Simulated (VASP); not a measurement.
# TiO2 (Baddeleyite) (P2_1/c) in VASP: further runs, part 2 of 2

VASP 6.6.1. The steps go on from the part before.

### Step 3. Electric field gradients, r2SCAN

The input, POSCAR:

```
TiO2
1.0
    4.5890000000      0.0000000000      0.0000000000
    0.0000000000      4.8490000000      0.0000000000
   -0.7081993865      0.0000000000      4.6827502206
Ti O
4 8
Direct
    0.2789941470      0.0465504597      0.2112230467
    0.7210058530      0.5465504597      0.2887769533
    0.7210058530      0.9534495403      0.7887769533
    0.2789941470      0.4534495403      0.7112230467
    0.0855931114      0.3732419533      0.3028126014
    0.9144068886      0.8732419533      0.1971873986
    0.9144068886      0.6267580467      0.6971873986
    0.0855931114      0.1267580467      0.8028126014
    0.4338388328      0.7639178003      0.4895578744
    0.5661611672      0.2639178003      0.0104421256
    0.5661611672      0.2360821997      0.5104421256
    0.4338388328      0.7360821997      0.9895578744
```

The input, INCAR.step1:

```
SYSTEM = TiO2
  ALGO = Normal
  EDIFF = 1E-4
  ENCUT = 520
  GGA = PE
  ISMEAR = -1
  LASPH = .TRUE.
  LCHARG = .FALSE.
  LREAL = .FALSE.
  LWAVE = .TRUE.
  NBANDS = 60
  NELM = 100
  PREC = Accurate
  SIGMA = 0.02
```

The input, INCAR.step2:

```
SYSTEM = TiO2
  ALGO = Normal
  EDIFF = 1E-8
  ENCUT = 520
  ISIF = 2
  ISMEAR = -1
  ISTART = 1
  LASPH = .TRUE.
  LCHARG = .FALSE.
  LEFG = .TRUE.
  LMIXTAU = .TRUE.
  LREAL = .FALSE.
  LWAVE = .FALSE.
  METAGGA = R2SCAN
  NBANDS = 60
  NELM = 100
  PREC = Accurate
  SIGMA = 0.02
```

The input, KPOINTS:

```
k-points
0
G
  5 5 5
  0 0 0
```

Potentials or basis: VASP PAW PBE potentials, release 64 (Ti_sv, O).

On the command line:

```bash
cat potpaw_PBE.64/Ti_sv/POTCAR potpaw_PBE.64/O/POTCAR > POTCAR
cp INCAR.step1 INCAR
mpirun -np 1 vasp_std > vasp.out
cp INCAR.step2 INCAR
mpirun -np 1 vasp_std > vasp.out
```

OUTCAR:

```text
SYSTEM = TiO2
   EDIFF = 1E-8
   ENCUT = 520
   ISIF = 2
   ISMEAR = -1
   ISTART = 1
   LASPH = .TRUE.
   LREAL = .FALSE.
   METAGGA = R2SCAN
   NELM = 100
   PREC = Accurate

 ion  position               nearest neighbor table
   1  0.279  0.047  0.211-   6 1.86   5 1.90   9 1.96  11 2.01  12 2.02  10 2.03   8 2.04
   2  0.721  0.547  0.289-   5 1.86   6 1.90  10 1.96  12 2.01  11 2.02   9 2.03   7 2.04
   3  0.721  0.953  0.789-   8 1.86   7 1.90  11 1.96   9 2.01  10 2.02  12 2.03   6 2.04
   4  0.279  0.453  0.711-   7 1.86   8 1.90  12 1.96  10 2.01   9 2.02  11 2.03   5 2.04
   5  0.086  0.373  0.303-   2 1.86   1 1.90   4 2.04
   6  0.914  0.873  0.197-   1 1.86   2 1.90   3 2.04
   7  0.914  0.627  0.697-   4 1.86   3 1.90   2 2.04
   8  0.086  0.127  0.803-   3 1.86   4 1.90   1 2.04
   9  0.434  0.764  0.490-   1 1.96   3 2.01   4 2.02   2 2.03
  10  0.566  0.264  0.010-   2 1.96   4 2.01   3 2.02   1 2.03
  11  0.566  0.236  0.510-   3 1.96   1 2.01   2 2.02   4 2.03
  12  0.434  0.736  0.990-   4 1.96   2 2.01   1 2.02   3 2.03

  LATTYP: Found a simple monoclinic cell.
 ALAT       =     4.5890000000
 B/A-ratio  =     1.0566572238
 C/A-ratio  =     1.0320331227
 COS(beta)  =    -0.1495353434

  Lattice vectors:

 A1 = (   4.5890000000,   0.0000000000,   0.0000000000)
 A2 = (   0.0000000000,   4.8490000000,   0.0000000000)
 A3 = (  -0.7081993865,   0.0000000000,   4.6827502206)

Analysis of symmetry for initial positions (statically):
=====================================================================
 Subroutine PRICEL returns:
 Original cell was already a primitive cell.

 Routine SETGRP: Setting up the symmetry group for a
 simple monoclinic supercell.

 Subroutine GETGRP returns: Found  4 space group operations
 (whereof  2 operations were pure point group operations)
 out of a pool of  4 trial point group operations.

The static configuration has the point symmetry S_2 .
[... 1730 lines left out ...]
      4.05657      4.23435      0.92338        -0.053759     -0.028090     -0.050110
      3.70247      3.03915      3.26475        -0.053759      0.028090     -0.050110
     -0.17576      0.61465      3.75937         0.053759      0.028090      0.050110
      1.64418      3.70424      2.29248         0.065689     -0.025685      0.012948
      2.59072      1.27974      0.04890        -0.065689     -0.025685     -0.012948
      2.23662      1.14476      2.39027        -0.065689      0.025685     -0.012948
      1.29008      3.56926      4.63385         0.065689      0.025685      0.012948
 -----------------------------------------------------------------------------------
    total drift:                                0.000000     -0.000000      0.000000

  FREE ENERGIE OF THE ION-ELECTRON SYSTEM (eV)
  ---------------------------------------------------
  free  energy   TOTEN  =      -138.3158760203 eV

  energy  without entropy=     -138.3158760203  energy(sigma->0) =     -138.31587602

 Electric field gradients (V/A^2)
---------------------------------------------------------------------
 ion       V_xx      V_yy      V_zz      V_xy      V_xz      V_yz
---------------------------------------------------------------------
   1      -3.169   -29.087    32.256   -14.065   -19.472    -2.228
   2      -3.169   -29.087    32.256    14.065   -19.472     2.228
   3      -3.169   -29.087    32.256   -14.065   -19.472    -2.228
   4      -3.169   -29.087    32.256    14.065   -19.472     2.228
   5      -5.227    -8.087    13.313   -23.316    -4.990    10.243
   6      -5.227    -8.087    13.313    23.316    -4.990   -10.243
   7      -5.227    -8.087    13.313   -23.316    -4.990    10.243
   8      -5.227    -8.087    13.313    23.316    -4.990   -10.243
   9       3.929     7.927   -11.855     0.503    -4.410   -11.316
  10       3.929     7.927   -11.855    -0.503    -4.410    11.316
  11       3.929     7.927   -11.855     0.503    -4.410   -11.316
  12       3.929     7.927   -11.855    -0.503    -4.410    11.316
---------------------------------------------------------------------

 Electric field gradients after diagonalization (V/A^2)
 (convention: |V_zz| > |V_xx| > |V_yy|)
----------------------------------------------------------------------
 ion       V_xx      V_yy      V_zz     asymmetry (V_yy - V_xx)/ V_zz
----------------------------------------------------------------------
   1     -36.824    -4.243    41.067       0.793
   2     -36.824    -4.243    41.067       0.793
   3     -36.824    -4.243    41.067       0.793
   4     -36.824    -4.243    41.067       0.793
   5      25.919     4.493   -30.412       0.705
   6      25.919     4.493   -30.412       0.705
   7      25.919     4.493   -30.412       0.705
   8      25.919     4.493   -30.412       0.705
   9      13.629     4.041   -17.670       0.543
  10      13.629     4.041   -17.670       0.543
  11      13.629     4.041   -17.670       0.543
  12      13.629     4.041   -17.670       0.543
----------------------------------------------------------------------

           NMR quadrupolar parameters

 Cq : quadrupolar parameter    Cq=e*Q*V_zz/h
 eta: asymmetry parameters     (V_yy - V_xx)/ V_zz
 Q  : nuclear electric quadrupole moment in mb (millibarn)
----------------------------------------------------------------------
 ion       Cq(MHz)       eta       Q (mb)
----------------------------------------------------------------------
   1       0.099       0.793       1.000
   2       0.099       0.793       1.000
   3       0.099       0.793       1.000
   4       0.099       0.793       1.000
   5      -0.074       0.705       1.000
   6      -0.074       0.705       1.000
   7      -0.074       0.705       1.000
   8      -0.074       0.705       1.000
   9      -0.043       0.543       1.000
  10      -0.043       0.543       1.000
  11      -0.043       0.543       1.000
  12      -0.043       0.543       1.000
----------------------------------------------------------------------
```

OSZICAR.step1:

```text
N       E                     dE             d eps       ncg     rms          rms(c)
DAV:   1     0.155591540554E+04    0.15559E+04   -0.47347E+04  4680   0.199E+03
DAV:   2     0.188419742308E+03   -0.13675E+04   -0.12909E+04  4768   0.620E+02
DAV:   3    -0.116865011081E+03   -0.30528E+03   -0.29447E+03  5928   0.251E+02
DAV:   4    -0.138619313717E+03   -0.21754E+02   -0.21689E+02  6800   0.728E+01
DAV:   5    -0.139698654542E+03   -0.10793E+01   -0.10788E+01  7008   0.139E+01    0.476E+01
DAV:   6    -0.106343455960E+03    0.33355E+02   -0.19574E+02  6460   0.102E+02    0.173E+01
DAV:   7    -0.105966920262E+03    0.37654E+00   -0.31792E+01  6704   0.339E+01    0.125E+01
DAV:   8    -0.105961165875E+03    0.57544E-02   -0.58188E+00  6324   0.177E+01    0.498E+00
DAV:   9    -0.105703749254E+03    0.25742E+00   -0.18436E+00  6472   0.902E+00    0.120E+00
DAV:  10    -0.105717402380E+03   -0.13653E-01   -0.13128E-01  6108   0.218E+00    0.394E-01
DAV:  11    -0.105716600486E+03    0.80189E-03   -0.17124E-02  5480   0.653E-01    0.149E-01
DAV:  12    -0.105716827249E+03   -0.22676E-03   -0.56089E-03  6828   0.451E-01    0.163E-01
DAV:  13    -0.105716554107E+03    0.27314E-03   -0.33052E-03  6308   0.345E-01    0.741E-02
DAV:  14    -0.105716472526E+03    0.81580E-04   -0.50853E-04  4736   0.165E-01
   1 F= -.10571647E+03 E0= -.10571647E+03  d E =-.997242E-11
```

It took 8.8 min on 1 thread of Intel Xeon 6975P-C (Granite Rapids), shared host; peak memory 0.32 GiB.

What came out:

```
Free energy            : -138.3159 eV
Pressure               : 24.4 GPa
Largest force          : 0.086 eV/Å
Band gap on the k mesh : 2.83 eV, indirect (least direct gap 2.96 eV)
```

Forces on the atoms (eV/Å):
```
Ti  -0.009 -0.045 -0.072
Ti   0.009 -0.045  0.072
Ti   0.009  0.045  0.072
Ti  -0.009  0.045 -0.072
O    0.054 -0.028  0.050
O   -0.054 -0.028 -0.050
O   -0.054  0.028 -0.050
O    0.054  0.028  0.050
O    0.066 -0.026  0.013
O   -0.066 -0.026 -0.013
O   -0.066  0.026 -0.013
O    0.066  0.026  0.013
```

Stress tensor (GPa, compression positive):
```
24.51  0.00  0.99
 0.00 24.43  0.00
 0.99  0.00 24.23
```

Levels at points of the mesh, in eV from the valence-band top:
| k point | band 45 | band 46 | band 47 | band 48 | band 49 | band 50 | band 51 | band 52 |
| --- | --- | --- | --- | --- | --- | --- | --- | --- |
| (0.00, 0.00, 0.00) | -0.85 | -0.26 | -0.16 | 0.00 | 2.96 | 3.25 | 3.49 | 3.68 |

Electric field gradients, principal values (V/Å²):
```
atom   least   middle  greatest (by size)
1 Ti  -4.243  -36.824              41.067
2 Ti  -4.243  -36.824              41.067
3 Ti  -4.243  -36.824              41.067
4 Ti  -4.243  -36.824              41.067
 5 O   4.493   25.919             -30.412
 6 O   4.493   25.919             -30.412
 7 O   4.493   25.919             -30.412
 8 O   4.493   25.919             -30.412
 9 O   4.041   13.629             -17.670
10 O   4.041   13.629             -17.670
11 O   4.041   13.629             -17.670
12 O   4.041   13.629             -17.670
```

Caveat: without QUAD_EFG the Cq values of the log hold for a quadrupole moment of 1 mb, not for the nuclei; the PAW data sets were made with another functional, which shifts forces and pressure a little. A k mesh can miss the band edges.
